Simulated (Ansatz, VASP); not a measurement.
Two plane-wave programs on KMgF3

File INCAR:

```
PREC = Accurate
ENCUT = 520
EDIFF = 1E-6
ISMEAR = 0
SIGMA = 0.05
LREAL = F
LASPH = T
NELM = 100
ALGO = Normal
ISIF = 2
LWAVE = F
LCHARG = F
GGA = PS
NBANDS = 24
```

File KPOINTS:

```
Automatic mesh
0
Gamma
  6 6 6
```

File POSCAR:

```
KMgF3
1.0
    3.9859000000      0.0000000000      0.0000000000
    0.0000000000      3.9859000000      0.0000000000
    0.0000000000      0.0000000000      3.9859000000
K Mg F
1 1 3
Direct
    0.5000000000      0.5000000000      0.5000000000
    0.0000000000      0.0000000000      0.0156802730
    0.5000000000      0.0000000000      0.0000000000
    0.0000000000      0.5000000000      0.0000000000
    0.0000000000      0.0000000000      0.5000000000
```

Input for Ansatz:

```yaml
crystal:
  lattice:
    - [3.9859, 0.0, 0.0]
    - [0.0, 3.9859, 0.0]
    - [0.0, 0.0, 3.9859]
  atoms:
    - { symbol: K, position: [0.5, 0.5, 0.5] }
    - { symbol: Mg, position: [0.0, 0.0, 0.015680273] }
    - { symbol: F, position: [0.5, 0.0, 0.0] }
    - { symbol: F, position: [0.0, 0.5, 0.0] }
    - { symbol: F, position: [0.0, 0.0, 0.5] }
basis:
  ecutwfc: 420
kpoints:
  mp_grid: { grid: [6, 6, 6] }
hamiltonian:
  xc: pbesol
scf:
  occupations: { method: gaussian, width: 0.05 }
output:
  forces: true
  stress: true
  eigenvalues: true
```

Change from the starting cell: all Mg atoms moved +0.062 Å, as atom 2 along Cartesian [0 0 1].

Alike in both runs: task single point; functional PBEsol; k mesh 6 × 6 × 6; occupations gaussian, width 0.05 eV; no spin polarisation.

|  | VASP | Ansatz |
| --- | --- | --- |
| version | VASP 6.6.1 | Ansatz 0.2.0 |
| potentials or method | VASP PAW PBE potentials, release 64 (K_sv, Mg, F), cutoff 520 eV | scalar-relativistic, plane waves, PAW |
| valence electrons in the cell | 32 | 40 |

Ansatz gave:

```
gap on the k mesh at the Fermi level (eV)                     : 7.14
least direct gap on the mesh (eV)                             : 7.47
pressure (GPa)                                                : 0.5
traceless stress, the component that is largest in VASP (GPa) : 0.35
rms of the force components (eV/Å)                            : 0.187
```

Q: Estimate VASP's values.

A: gap on the k mesh at the Fermi level (eV): 7.12; least direct gap on the mesh (eV): 7.45; pressure (GPa): 0.1; traceless stress, the component that is largest in VASP (GPa): 0.35; rms of the force components (eV/Å): 0.189.

VASP's potentials were made for PBE, not for PBEsol. Atom by atom the forces differ by 0.002 eV/Å (rms over components). VASP's potentials hold 32 valence electrons a cell and Ansatz's 40, so a difference there can come from the potentials and not from the codes.
